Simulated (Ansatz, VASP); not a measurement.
## Pd: VASP beside Ansatz

```
Pd
1.0
     0.00000    1.92028    1.92028
     1.92028    0.00000    1.92028
     1.92028    1.92028    0.00000
Pd
1
Direct
  0.00000 0.00000 0.00000
```

Alike in both runs: task single point; functional LDA; k mesh 9 × 9 × 9; occupations fermi-dirac, width 0.05 eV; collinear spin.

|  | VASP | Ansatz |
| --- | --- | --- |
| version | VASP 6.6.1 | Ansatz 0.2.0 |
| potentials or method | VASP PAW LDA potentials, release 64 (Pd), cutoff 520 eV | plane waves (420 eV) with PAW, scalar-relativistic |
| valence electrons in the cell | 10 | 18 |

|  | VASP | Ansatz | Ansatz less VASP |
| --- | --- | --- | --- |
| pressure (GPa) | -0.2 | -0.5 | -0.26 |
| net moment per atom (μB) | 0.00 | 0.00 | 0.000 |

Ansatz warns that its potentials were made for another functional, while VASP's fit it. LDA's correlation is that of Perdew and Zunger in VASP and of Perdew and Wang (1992) in Ansatz. VASP's potentials hold 10 valence electrons a cell and Ansatz's 18, so a difference there can come from the potentials and not from the codes. Ansatz's warnings: seeded moment not kept.
